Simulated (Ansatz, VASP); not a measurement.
MnO: VASP beside Ansatz

Contents of INCAR:

```
ALGO     = Normal         # electronic algorithm
EDIFF    = 1E-7           # SCF threshold, eV
ENCUT    = 520            # plane-wave cutoff, eV
GGA      = PE             # functional
ISIF     = 2              # what is computed and relaxed
ISMEAR   = -1             # smearing method
ISPIN    = 2              # spin polarisation
LASPH    = True           # aspherical terms in the spheres
LCHARG   = False          # write CHGCAR
LMAXMIX  = 4              # l up to which the mixer works
LORBIT   = 11             # projections on sites
LREAL    = False          # projectors in reciprocal space
LWAVE    = False          # write WAVECAR
MAGMOM   = 4 0            # initial moments
NBANDS   = 20             # bands
NELM     = 150            # most SCF steps
PREC     = Accurate       # precision mode
SIGMA    = 0.05           # smearing width, eV
```

The input KPOINTS:

```
k-points
0
Gamma
  14 14 14
```

File POSCAR:

```
MnO
1.0
    0.0000000000      2.1770261943      2.1770261943
    2.1770261943      0.0000000000      2.1770261943
    2.1770261943      2.1770261943      0.0000000000
Mn O
1 1
Direct
    0.0000000000      0.0000000000      0.0000000000
    0.5000000000      0.5000000000      0.5000000000
```

Input for Ansatz:

```yaml
crystal:
  lattice:
    - [0.0, 2.1770261943, 2.1770261943]
    - [2.1770261943, 0.0, 2.1770261943]
    - [2.1770261943, 2.1770261943, 0.0]
  atoms:
    - { symbol: Mn, position: [0.0, 0.0, 0.0], spin: 4.0 }
    - { symbol: O, position: [0.5, 0.5, 0.5] }
magnetization:
  spin_polarized: true
kpoints:
  mp_grid: { grid: [14, 14, 14] }
scf:
  occupations: { method: fermi_dirac, width: 0.05 }
hamiltonian:
  xc: pbe
  pseudopotentials: { kind: all_electron, lapw: { basis_error: 0.001 } }
output:
  forces: true
  stress: true
  eigenvalues: true
```

Change from the starting cell: volume scaled by 0.9405.

Alike in both runs: task single point; functional PBE; k mesh 14 × 14 × 14; occupations fermi-dirac, width 0.05 eV; collinear spin.

|  | VASP | Ansatz |
| --- | --- | --- |
| version | VASP 6.6.1 | Ansatz 0.2.0 |
| potentials or method | VASP PAW PBE potentials, release 64 (Mn_pv, O), cutoff 520 eV | all-electron LAPW, scalar-relativistic |

|  | VASP | Ansatz | Ansatz less VASP |
| --- | --- | --- | --- |
| pressure (GPa) | 7.3 | 7.0 | -0.32 |
| net moment per atom (μB) | 2.29 | 2.29 | 0.000 |
| size of the moment on the site where the two differ most (μB) | 4.19 | 4.16 | -0.030 |

Site moments also hang on the region over which each program counts them. Ansatz ran all-electron here, and VASP with PAW potentials.
